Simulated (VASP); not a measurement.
# LiH (zincblende type): single point with PBE

LiH (zincblende type):

```
Li H
1.0
     0.00000    2.14485    2.14485
     2.14485    0.00000    2.14485
     2.14485    2.14485    0.00000
Li H
1 1
Direct
  0.00000 0.00000 0.00000
  0.25000 0.25000 0.25000
```

| Item | Value |
| --- | --- |
| Program | VASP 6.6.1 |
| Task | single point |
| Functional | PBE |
| Potentials or basis | VASP PAW PBE potentials, release 64 (Li_sv, H) |
| Cutoff | 520 eV |
| k mesh | 6 × 6 × 6 |
| Occupations | fermi-dirac, width 0.05 eV |
| Spin | no spin polarisation |

```
Band gap on the k mesh : 4.30 eV, indirect (least direct gap 5.27 eV)
```

Levels at points of the mesh, in eV from the valence-band top:
```csv
k point,band 1,band 2,band 3,band 4,band 5
"(0.00, 0.00, 0.00)",-43.27,-3.61,13.16,17.36,17.36
"(0.50, 0.00, 0.00)",-43.24,-0.97,4.30,15.15,15.15
"(0.50, 0.50, 0.00)",-43.23,-0.26,7.28,10.05,10.82
```

It took 2.4 s on 1 thread of Intel(R) Xeon(R) Platinum 8488C (Sapphire Rapids), on a shared host, peak memory 0.12 GiB.

Caveat: the k points lie up to 0.42 Å⁻¹ apart. A k mesh can miss the band edges.
